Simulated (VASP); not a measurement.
# Si16HC16 (a cell with a defect) in VASP: notebook, part 2 of 2

VASP 6.6.1. The steps go on from the part before.

**3. Relaxation of the atoms, PBE**

File INCAR:

```
  PREC = Accurate
  ENCUT = 520
  EDIFF = 1E-7
  ISMEAR = -1
  SIGMA = 0.01
  LREAL = Auto
  LASPH = True
  NELM = 120
  ALGO = Normal
  ISIF = 2
  LWAVE = False
  LCHARG = False
  GGA = PE
  IBRION = 2
  NSW = 90
  EDIFFG = -0.02
  NELECT = 130.0
  GGA_COMPAT = False
  NELMIN = 4
```

File KPOINTS:

```
Automatic mesh
0
Gamma
  1 1 1
  0.25 0.25 0.25
```

File POSCAR:

```
Si16HC16
1.0
   -4.3797050000      4.3797050000     -4.3797050000
    4.3797050000      4.3797050000      4.3797050000
    4.3797050000     -4.3797050000     -4.3797050000
Si C H
16 16 1
Direct
   -0.0000004200     -0.0020242600      0.7502872900
    0.0000001500      0.2493730700      0.4988919400
    0.0000000000      0.5000000000      0.2500000000
    0.0000010500      0.7384903200      0.0002428500
    0.2513973800      0.0006800700      0.5015941900
    0.2500000000      0.2500000000      0.2500000000
    0.2500000000      0.5000000000      0.0000000000
    0.2499564900      0.7492855100      0.7488479000
    0.5013533800      0.0006826300      0.2516411000
    0.4986483600      0.2493768800      0.0002433100
    0.4986463000      0.4993287500      0.7502885000
    0.5013517300      0.7507273300      0.5015951000
    0.7500000000      0.0000000000      0.0000000000
    0.7500000000      0.2500000000      0.7500000000
    0.7500445600      0.4993295400      0.4988917400
    0.7486017700      0.7492818300      0.2501962500
    0.0000000000      0.0000000000      0.0000000000
    0.0000000000      0.2500000000      0.7500000000
    0.0000000000      0.5000000000      0.5000000000
    0.0000000000      0.7500000000      0.2500000000
    0.2500008700     -0.0006704600      0.7502426300
    0.2499993100      0.2493285200      0.5002425500
    0.2500000000      0.5000000000      0.2500000000
    0.2560045400      0.7553343900      0.0002444200
    0.5021133200      0.0014424500      0.5023558000
    0.4999999200      0.2493301100      0.2502430800
    0.4978847500      0.4993294800      0.0002425100
    0.5000006400      0.7493303000      0.7502432300
    0.7500010400     -0.0006709900      0.2502429900
    0.7500000000      0.2500000000      0.0000000000
    0.7439963400      0.4993295900      0.7442409500
    0.7499994000      0.7493282900      0.5002421700
    0.0000000000      0.2500000000      0.2500000000
```

Potentials or basis: VASP PAW PBE potentials, release 64 (Si, C, H).

Command:

```sh
$ cat potpaw_PBE.64/Si/POTCAR potpaw_PBE.64/C/POTCAR potpaw_PBE.64/H/POTCAR > POTCAR
$ mpirun -np 1 vasp_std > vasp.out
```

It took 8.6 min on 1 thread of Oxide Virtual Turin-like, shared host; peak memory 0.43 GiB.

It converged, with:

```yaml
Free_energy: -231.3426 eV
Energy_gained_by_relaxing: 21.3 meV/atom
Ionic_steps: 10
Largest_force_after_relaxing: 0.015 eV/Å
```

Forces in eV/Å, atoms in the order of the input:
```
Si  -0.003  0.000  0.000
Si  -0.006  0.007  0.007
Si  -0.003  0.004  0.004
Si   0.005  0.001  0.001
Si   0.007  0.005 -0.001
Si   0.001  0.002  0.002
Si  -0.002 -0.006  0.002
Si  -0.006 -0.007  0.001
Si  -0.001 -0.002  0.000
Si   0.000  0.001 -0.003
Si  -0.001  0.000 -0.002
Si   0.000 -0.003  0.001
Si   0.001  0.002  0.002
Si  -0.002  0.002 -0.006
Si  -0.006  0.001 -0.007
Si   0.007 -0.001  0.005
C    0.008  0.009  0.009
C    0.001 -0.003 -0.003
C    0.004 -0.001 -0.001
C    0.000  0.003  0.003
C   -0.002 -0.002 -0.004
C    0.000  0.001 -0.005
C    0.000  0.002  0.000
C    0.003 -0.001  0.005
C   -0.001 -0.002  0.000
C   -0.003  0.002 -0.006
C   -0.001  0.000 -0.002
C   -0.003 -0.006  0.002
C    0.000 -0.005  0.001
C    0.000  0.000  0.002
C    0.003  0.005 -0.001
C   -0.002 -0.004 -0.002
H    0.003 -0.004 -0.004
```

The path:
```
step  energy change (eV)  largest force (eV/Å)  pressure (GPa)
   1              0.0000                2.2437            7.40
   2             -0.3759                1.8065            7.81
   3             -0.6234                0.5702            7.43
   4             -0.6895                0.3132            7.39
   5             -0.6896                0.3241            7.39
   6             -0.7023                0.1213            7.32
   7             -0.7023                0.1115            7.32
   8             -0.7030                0.0481            7.31
   9             -0.7030                0.0323            7.31
  10             -0.7032                0.0153            7.31
```

Final structure:
```xyz
33
Lattice="-4.3797 4.3797 -4.3797 4.3797 4.3797 4.3797 4.3797 -4.3797 -4.3797" Properties=species:S:1:pos:R:3 pbc="T T T"
Si    3.2776    5.4785   -3.2809
Si    3.2369   -1.0504   -1.0504
Si    3.2357    1.0452    1.0452
Si    3.2765    3.2765    3.2765
Si    5.4667    3.2766    1.0877
Si    1.1407    1.0451   -1.0493
Si    5.4671   -1.0910   -3.2813
Si    5.4788    1.0994   -1.1030
Si    3.2893    5.4673    1.0988
Si   -1.0907    3.2766   -1.0911
Si    3.2893    1.0988   -3.2922
Si    3.2890    3.2886   -1.1031
Si   -3.2390    3.3304   -3.3346
Si    1.0874    1.0984   -5.4707
Si    1.0991    3.2767   -3.2803
Si    1.0870    5.4674   -1.1031
C     8.7045   -0.0026   -0.0026
C     4.3691   -2.1828   -2.1828
C     0.0507    4.3776   -4.3818
C     4.3686    2.1787    2.1787
C     6.5678    2.1878   -0.0017
C     2.1885   -0.0023   -2.2436
C     2.1883    2.2402   -0.0021
C     2.1877    4.3779    2.1872
C     4.3779    4.3775   -0.0020
C     0.0077    2.1785   -2.1822
C    -0.0018    4.3777   -0.0022
C     4.3875    2.1975   -2.2012
C     2.1885    6.5158   -0.0023
C     2.1883   -0.0021   -6.5192
C     2.1877    2.1872   -4.3815
C     2.1881    4.3780   -2.1919
H     2.1874   -0.0011   -0.0011
```

Levels at points of the mesh, in eV from the Fermi level:
```csv
k point,band 61,band 62,band 63,band 64,band 65,band 66,band 67,band 68,band 69,band 70
"(0.25, 0.25, 0.25)",-0.85,-0.76,-0.76,-0.76,-0.28,3.37,3.38,3.38,3.40,3.40
```

Caveat: the k points lie up to 1.01 Å⁻¹ apart, too coarse for converged energies, forces and pressures; the cell carries a net charge on a neutralising background, which shifts energy and pressure; the cell is charged against a uniform background, so pressure and absolute levels hang on convention.

**4. Relaxation of the atoms, PBE**

File INCAR:

```
SYSTEM = Si16HC16
PREC = Accurate
ENCUT = 520
EDIFF = 1E-7
ISMEAR = -1
SIGMA = 0.01
LREAL = Auto
LASPH = .TRUE.
NELM = 120
ALGO = Normal
ISIF = 2
LWAVE = .FALSE.
LCHARG = .FALSE.
GGA = PE
IBRION = 2
NSW = 90
EDIFFG = -0.02
NELECT = 128.0
GGA_COMPAT = .FALSE.
NELMIN = 4
```

KPOINTS is that of step 3.

File POSCAR:

```
Si16HC16
1.0
   -4.3797050000      4.3797050000     -4.3797050000
    4.3797050000      4.3797050000      4.3797050000
    4.3797050000     -4.3797050000     -4.3797050000
Si C H
16 16 1
Direct
    0.0000000000      0.0000000000      0.7500000000
    0.0000000000      0.2500000000      0.5000000000
    0.0000000000      0.5000000000      0.2500000000
    0.0000000000      0.7500000000      0.0000000000
    0.2500000000      0.0000000000      0.5000000000
    0.2500000000      0.2500000000      0.2500000000
    0.2500000000      0.5000000000      0.0000000000
    0.2500000000      0.7500000000      0.7500000000
    0.5000000000      0.0000000000      0.2500000000
    0.5000000000      0.2500000000      0.0000000000
    0.5000000000      0.5000000000      0.7500000000
    0.5000000000      0.7500000000      0.5000000000
    0.7500000000      0.0000000000      0.0000000000
    0.7500000000      0.2500000000      0.7500000000
    0.7500000000      0.5000000000      0.5000000000
    0.7500000000      0.7500000000      0.2500000000
    0.0000000000      0.0000000000      0.0000000000
    0.0000000000      0.2500000000      0.7500000000
    0.0000000000      0.5000000000      0.5000000000
    0.0000000000      0.7500000000      0.2500000000
    0.2500000000      0.0000000000      0.7500000000
    0.2500000000      0.2500000000      0.5000000000
    0.2500000000      0.5000000000      0.2500000000
    0.2500000000      0.7500000000      0.0000000000
    0.5000000000      0.0000000000      0.5000000000
    0.5000000000      0.2500000000      0.2500000000
    0.5000000000      0.5000000000      0.0000000000
    0.5000000000      0.7500000000      0.7500000000
    0.7500000000      0.0000000000      0.2500000000
    0.7500000000      0.2500000000      0.0000000000
    0.7500000000      0.5000000000      0.7500000000
    0.7500000000      0.7500000000      0.5000000000
    0.0000000000      0.5000000000      0.0000000000
```

Command:

```sh
$ cat potpaw_PBE.64/Si/POTCAR potpaw_PBE.64/C/POTCAR potpaw_PBE.64/H/POTCAR > POTCAR
$ mpirun -np 1 vasp_std > vasp.out
```

Wall time 5.1 min (1 thread of Oxide Virtual Turin-like, shared host); peak memory 0.43 GiB.

Results (log left out):

```yaml
Free_energy: -247.2008 eV
Energy_gained_by_relaxing: 3.5 meV/atom
Ionic_steps: 8
Largest_force_after_relaxing: 0.013 eV/Å
```

Forces on the atoms (eV/Å):
```
Si   0.012 -0.002 -0.002
Si   0.012  0.002  0.002
Si  -0.003  0.003  0.003
Si  -0.003 -0.003 -0.003
Si  -0.012  0.002 -0.002
Si  -0.002 -0.002  0.012
Si   0.003 -0.003  0.003
Si  -0.002 -0.012  0.002
Si   0.002 -0.012 -0.002
Si   0.002  0.012  0.002
Si   0.002 -0.002 -0.012
Si   0.002  0.002  0.012
Si  -0.002  0.012 -0.002
Si   0.003  0.003 -0.003
Si  -0.002  0.002 -0.012
Si  -0.012 -0.002  0.002
C   -0.008 -0.008 -0.008
C    0.013  0.000  0.000
C   -0.008  0.008  0.008
C   -0.013  0.000  0.000
C    0.000  0.000  0.000
C    0.000  0.000  0.000
C    0.000  0.000  0.013
C    0.000 -0.013  0.000
C    0.008  0.008 -0.008
C    0.000  0.000  0.000
C    0.008 -0.008  0.008
C    0.000  0.000  0.000
C    0.000  0.000  0.000
C    0.000  0.013  0.000
C    0.000  0.000 -0.013
C    0.000  0.000  0.000
H    0.000  0.000  0.000
```

Step by step:
| step | energy change (eV) | largest force (eV/Å) | pressure (GPa) |
| --- | --- | --- | --- |
| 1 | 0.0000 | 1.1032 | -3.66 |
| 2 | -0.0676 | 0.5985 | -3.87 |
| 3 | -0.1033 | 0.2025 | -3.85 |
| 4 | -0.1033 | 0.1996 | -3.85 |
| 5 | -0.1131 | 0.0837 | -3.88 |
| 6 | -0.1136 | 0.0799 | -3.89 |
| 7 | -0.1144 | 0.0425 | -3.90 |
| 8 | -0.1149 | 0.0134 | -3.89 |

Final structure:
```yaml
crystal:
  lattice:
    - [-4.37971, 4.37971, -4.37971]
    - [4.37971, 4.37971, 4.37971]
    - [4.37971, -4.37971, -4.37971]
  atoms:
    - { symbol: Si, position: [0.00000, 0.99938, 0.74990] }
    - { symbol: Si, position: [0.00000, 0.24990, 0.49938] }
    - { symbol: Si, position: [0.00000, 0.50000, 0.25569] }
    - { symbol: Si, position: [0.00000, 0.75569, 0.00000] }
    - { symbol: Si, position: [0.25052, 0.00062, 0.50062] }
    - { symbol: Si, position: [0.25010, 0.24948, 0.25010] }
    - { symbol: Si, position: [0.25569, 0.50000, 0.00000] }
    - { symbol: Si, position: [0.25010, 0.75010, 0.74948] }
    - { symbol: Si, position: [0.50062, 0.00062, 0.25052] }
    - { symbol: Si, position: [0.49938, 0.24990, 0.00000] }
    - { symbol: Si, position: [0.49938, 0.50000, 0.74990] }
    - { symbol: Si, position: [0.50062, 0.75052, 0.50062] }
    - { symbol: Si, position: [0.74990, 0.99938, 0.00000] }
    - { symbol: Si, position: [0.74431, 0.24431, 0.74431] }
    - { symbol: Si, position: [0.74990, 0.50000, 0.49938] }
    - { symbol: Si, position: [0.74948, 0.75010, 0.25010] }
    - { symbol: C, position: [0.00000, 0.00232, 0.00000] }
    - { symbol: C, position: [0.00000, 0.25061, 0.75061] }
    - { symbol: C, position: [0.00000, 0.50000, 0.50232] }
    - { symbol: C, position: [0.00000, 0.74939, 0.24939] }
    - { symbol: C, position: [0.25000, 0.00000, 0.75000] }
    - { symbol: C, position: [0.25000, 0.25000, 0.50000] }
    - { symbol: C, position: [0.24939, 0.50000, 0.24939] }
    - { symbol: C, position: [0.24939, 0.74939, 0.00000] }
    - { symbol: C, position: [0.49768, 0.99768, 0.49768] }
    - { symbol: C, position: [0.50000, 0.25000, 0.25000] }
    - { symbol: C, position: [0.50232, 0.50000, 0.00000] }
    - { symbol: C, position: [0.50000, 0.75000, 0.75000] }
    - { symbol: C, position: [0.75000, 0.00000, 0.25000] }
    - { symbol: C, position: [0.75061, 0.25061, 0.00000] }
    - { symbol: C, position: [0.75061, 0.50000, 0.75061] }
    - { symbol: C, position: [0.75000, 0.75000, 0.50000] }
    - { symbol: H, position: [0.00000, 0.50000, 0.00000] }
```

Levels at points of the mesh, in eV from the Fermi level:
| k point | band 62 | band 63 | band 64 | band 65 | band 66 | band 67 |
| --- | --- | --- | --- | --- | --- | --- |
| (0.25, 0.25, 0.25) | -0.17 | -0.17 | -0.17 | 0.15 | 4.06 | 4.06 |

Caveat: the k points lie up to 1.01 Å⁻¹ apart, too coarse for converged energies, forces and pressures; the cell carries a net charge on a neutralising background, which shifts energy and pressure; the cell is charged against a uniform background, so pressure and absolute levels hang on convention.
